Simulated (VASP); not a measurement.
Here is a VASP 6.6.1 calculation.

File INCAR:

```
PREC = Accurate ; ENCUT = 600
EDIFF = 1E-7 ; ISMEAR = 0
SIGMA = 0.01 ; LREAL = F
LASPH = T ; NELM = 100
ALGO = Normal ; ISIF = 3
LWAVE = F ; LCHARG = F
GGA = PS ; IBRION = 2
NSW = 100 ; EDIFFG = -0.002
PSTRESS = 70.0
```

KPOINTS

```
Automatic mesh
0
Gamma
  6 6 4
```

File POSCAR:

```
ZnS
1.0
    3.7815781040      0.0000000000      0.0000000000
   -1.8907890520      3.2749427044      0.0000000000
    0.0000000000      0.0000000000      6.2089610126
Zn S
2 2
Direct
    0.3333333333      0.6666666667      0.0054423634
    0.6666666667      0.3333333333      0.5054423634
    0.3333333333      0.6666666667      0.3795576366
    0.6666666667      0.3333333333      0.8795576366
```

Potentials or basis: VASP PAW PBE potentials, release 64 (Zn, S).

Command:

```sh
$ cat potpaw_PBE.64/Zn/POTCAR potpaw_PBE.64/S/POTCAR > POTCAR
$ mpirun -np 1 vasp_std > vasp.out
```

Task: What does it give for the space group after relaxing (to 0.1 Å)?

Result: P6_3mc (No. 186).

Task: Estimate the relaxed cell.

Result: a = 3.688 Å, b = 3.688 Å, c = 6.071 Å, α = 90.00°, β = 90.00°, γ = 120.00°.

Final structure:
```xyz
4
Lattice="3.6878 0.0000 0.0000 -1.8439 3.1938 0.0000 0.0000 0.0000 6.0706" Properties=species:S:1:pos:R:3 pbc="T T T"
Zn    0.0000    2.1292    0.0362
Zn    1.8439    1.0646    3.0715
S     0.0000    2.1292    2.3010
S     1.8439    1.0646    5.3363
```
